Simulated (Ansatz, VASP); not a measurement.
# HfO2: VASP beside Ansatz

```xyz
36
Lattice="7.1741 0.0000 0.0000 -3.5871 6.2130 0.0000 0.0000 0.0000 25.3221" Properties=species:S:1:pos:R:3 pbc="T T T"
O     1.7935    3.1065    8.0000
O     3.5871    0.0000    8.0000
O    -1.7935    3.1065    8.0000
O     0.0000    0.0000    8.0000
O     3.5871    2.0710    9.4644
O     1.7935    5.1775    9.4644
O     0.0000    2.0710    9.4644
O    -1.7935    5.1775    9.4644
O     3.5871    4.1420   10.9288
O     5.3806    1.0355   10.9288
O     0.0000    4.1420   10.9288
O     1.7935    1.0355   10.9288
O    -1.7935    3.1024   12.2152
O     0.0491    0.0365   12.4408
O     1.7935    3.0412   12.4236
O     3.5380    0.0365   12.4408
O    -1.7935    5.0168   13.8886
O    -0.1230    2.1686   13.9006
O     1.7935    5.1607   13.6907
O     3.7101    2.1686   13.9006
O     0.1687    4.2590   15.3835
O     1.7935    1.0328   15.2167
O     3.4184    4.2590   15.3835
O     5.3806    0.8456   15.3627
Hf    1.7935    1.0355    8.7322
Hf    0.0000    4.1420    8.7322
Hf    5.3806    1.0355    8.7322
Hf    3.5871    4.1420    8.7322
Hf    3.6107    2.0863   11.6821
Hf    1.7935    5.1766   11.6156
Hf   -0.0237    2.0863   11.6821
Hf   -1.7935    5.1502   11.6918
Hf   -1.7935    3.1163   14.9509
Hf   -0.0223    0.0077   14.5585
Hf    1.7935    3.1272   14.5385
Hf    3.6094    0.0077   14.5585
```

Alike in both runs: task single point; functional PBE; dispersion D3(BJ); k mesh 3 × 3 × 1; occupations gaussian, width 0.05 eV; no spin polarisation.

|  | VASP | Ansatz |
| --- | --- | --- |
| version | VASP 6.6.1 | Ansatz 0.2.0 |
| potentials or method | VASP PAW PBE potentials, release 64 (O, Hf_pv), cutoff 520 eV | scalar-relativistic, plane waves, PAW |
| valence electrons in the cell | 264 | 456 |

VASP gave:

```
gap on the k mesh at the Fermi level (eV) : 2.66
least direct gap on the mesh (eV)         : 2.66
rms of the force components (eV/Å)        : 0.639
```

Q: Estimate Ansatz's values.

A: gap on the k mesh at the Fermi level (eV): 2.67; least direct gap on the mesh (eV): 2.67; rms of the force components (eV/Å): 0.625.

VASP's potentials hold 264 valence electrons a cell and Ansatz's 456, so a difference there can come from the potentials and not from the codes.

Spin-orbit coupling is off throughout.
